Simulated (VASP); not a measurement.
Runs of VASP 6.6.1 on Ca2Cl. The structure is that of space group R-3m (No. 166), or close to it. The cells are those of the table. 

```csv
task,cell,k mesh,cutoff (eV),gap on the mesh (eV),pressure (GPa),largest force (eV/Å)
single point,"a = 7.090 Å, angles 101.8°, 9 atoms",3 × 3 × 3,520,none,0.1,0.02
relaxation of cell and atoms,"relaxed from a = 6.715 Å, angles 101.4°, 9 atoms",3 × 3 × 3,600,none,0.1,0.01
single point,"a = 7.093 Å, angles 101.8°, 9 atoms",6 × 6 × 6,520,none,(a),0.01
single point,"a = 6.715 Å, angles 101.4°, 9 atoms",3 × 3 × 3,520,none,3.9,0.47
```

Alike in all rows: level PBE; potentials or basis VASP PAW PBE potentials, release 64 (Ca_sv, Cl); no spin polarisation; smearing gaussian 0.1 eV.

Fill in the values left out.

(a) 0.0.

Caveats: an odd number of electrons without spin polarisation forces a metal; a magnetic or distorted state may lie lower.

A gap of «none» marks levels without a gap at the run's occupations.
